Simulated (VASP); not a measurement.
A run of VASP 6.6.1 is set up as follows.

Contents of INCAR:

```
ALGO     = Normal         # electronic algorithm
EDIFF    = 1E-6           # SCF threshold, eV
ENCUT    = 500            # plane-wave cutoff, eV
GGA_COMPAT= F            
ISIF     = 2              # what is computed and relaxed
ISMEAR   = 0              # smearing method
LASPH    = T              # aspherical terms in the spheres
LCHARG   = T              # write CHGCAR
LELF     = T              # ELF
LREAL    = F              # projectors in reciprocal space
LVHAR    = T            
LWAVE    = F              # write WAVECAR
NBANDS   = 12             # bands
NELM     = 120            # most SCF steps
PREC     = Accurate       # precision mode
SIGMA    = 0.1            # smearing width, eV
```

Contents of KPOINTS:

```
k-points
0
Gamma
  8 8 8
```

Contents of POSCAR:

```
Cd
1.0
    0.0000000000      2.1544995740      2.1544995740
    2.1544995740      0.0000000000      2.1544995740
    2.1544995740      2.1544995740      0.0000000000
Cd
1
Direct
    0.0000000000      0.0000000000      0.0000000000
```

Potentials or basis: VASP PAW LDA potentials, release 64 (Cd).

The run is started by

```console
$ cat potpaw_LDA.64/Cd/POTCAR > POTCAR
$ mpirun -np 1 vasp_std > vasp.out
```

(1) Predict the band gap on the k mesh.

(2) Estimate the pressure.

## Answers

(1) zero (bands 6 and 7 overlap by 3.34 eV).

(2) 0.6 GPa.
